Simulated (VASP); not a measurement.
A run of VASP 6.6.1 is set up as follows.

File INCAR:

```
PREC     = Accurate       # precision mode
ENCUT    = 520            # plane-wave cutoff, eV
EDIFF    = 1E-6           # SCF threshold, eV
ISMEAR   = -1             # smearing method
SIGMA    = 0.05           # smearing width, eV
LREAL    = F              # projectors in reciprocal space
LASPH    = T              # aspherical terms in the spheres
NELM     = 80             # most SCF steps
ALGO     = Normal         # electronic algorithm
ISIF     = 2              # what is computed and relaxed
LWAVE    = F              # write WAVECAR
LCHARG   = F              # write CHGCAR
NBANDS   = 21             # bands
```

Contents of KPOINTS:

```
Automatic mesh
0
Gamma
  9 9 5
```

Contents of POSCAR:

```
Pb
1.0
    3.3927102096      0.0000000000      0.0000000000
   -1.6963551048      2.9381732292      0.0000000000
    0.0000000000      0.0000000000      5.7911608493
Pb
2
Direct
    0.6666666667      0.3333333333      0.7500000000
    0.3333333333      0.6666666667      0.2500000000
```

Potentials or basis: VASP PAW LDA potentials, release 64 (Pb_d).

Launch:

```sh
$ cat potpaw_LDA.64/Pb_d/POTCAR > POTCAR
$ mpirun -np 1 vasp_std > vasp.out
```

Q: What does it give for the band gap on the k mesh?

A: Zero (band 14 reaches 13.89 eV, above the bottom of band 15 at 5.54 eV).

Q: Predict the pressure.

A: 0.1 GPa.

Caveat: spin-orbit coupling is left out, which moves the levels of the heavy elements.
